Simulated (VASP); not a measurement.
Input of a VASP 6.6.1 run:

The input INCAR:

```
ALGO = Normal
EDIFF = 1E-6
ENCUT = 500
GGA_COMPAT = F
ISIF = 2
ISMEAR = -1
LASPH = T
LCHARG = F
LREAL = F
LWAVE = F
NBANDS = 8
NELM = 120
PREC = Accurate
SIGMA = 0.08
```

File KPOINTS:

```
Automatic mesh
0
Gamma
  18 18 18
  0.5 0.5 0.5
```

The input POSCAR:

```
As
1.0
   -1.5601115730      1.5601115730      1.5601115730
    1.5601115730     -1.5601115730      1.5601115730
    1.5601115730      1.5601115730     -1.5601115730
As
1
Direct
    0.0000000000      0.0000000000      0.0000000000
```

Potentials or basis: VASP PAW LDA potentials, release 64 (As).

Command:

```sh
$ cat potpaw_LDA.64/As/POTCAR > POTCAR
$ mpirun -np 1 vasp_std > vasp.out
```

Question: What does it give for the band gap on the k mesh?

Answer: Zero (an odd number of electrons rules out a gap without spin polarisation).

Question: Estimate the pressure.

Answer: 22.9 GPa.

Caveat: the cell stands under pressure.
